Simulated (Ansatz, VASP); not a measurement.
**Cs in VASP and in Ansatz**

Contents of INCAR:

```
  PREC = Accurate
  ENCUT = 520
  EDIFF = 1E-6
  ISMEAR = 0
  SIGMA = 0.15
  LREAL = False
  LASPH = True
  NELM = 80
  ALGO = Fast
  ISIF = 2
  LWAVE = False
  LCHARG = True
  GGA = PS
  LELF = True
  LVHAR = True
  NBANDS = 10
```

File KPOINTS:

```
regular mesh
0
Gamma
  12 12 12
```

POSCAR

```
Cs
1.0
    2.0891974357      5.2229935893      5.2229935893
    5.2229935893      2.0891974357      5.2229935893
    5.2229935893      5.2229935893      2.0891974357
Cs
1
Direct
    0.0000000000      0.0000000000      0.0000000000
```

Input for Ansatz:

```yaml
crystal:
  lattice:
    - [2.0891974357, 5.2229935893, 5.2229935893]
    - [5.2229935893, 2.0891974357, 5.2229935893]
    - [5.2229935893, 5.2229935893, 2.0891974357]
  atoms:
    - { symbol: Cs, position: [0.0, 0.0, 0.0] }
basis:
  ecutwfc: 420
kpoints:
  mp_grid: { grid: [12, 12, 12] }
hamiltonian:
  xc: pbesol
scf:
  occupations: { method: gaussian, width: 0.15 }
output:
  forces: true
  stress: true
  eigenvalues: true
```

Alike in both runs: task single point; functional PBEsol; k mesh 12 × 12 × 12; occupations gaussian, width 0.15 eV; no spin polarisation.

```csv
,VASP,Ansatz
version,VASP 6.6.1,Ansatz 0.2.0
potentials or method,"VASP PAW PBE potentials, release 64 (Cs_sv), cutoff 520 eV","scalar-relativistic, plane waves, PAW"
valence electrons in the cell,9,9
```

|  | VASP | Ansatz | Ansatz less VASP |
| --- | --- | --- | --- |
| gap on the k mesh at the Fermi level (eV) | none | none | - |
| pressure (GPa) | 0.8 | 0.8 | +0.01 |
| traceless stress, the component that is largest in VASP (GPa) | -0.63 | -0.63 | 0.000 |

VASP's potentials were made for PBE, not for PBEsol. A gap of «none» marks a metal or a gap that the smearing closes.

Spin-orbit coupling is off throughout.
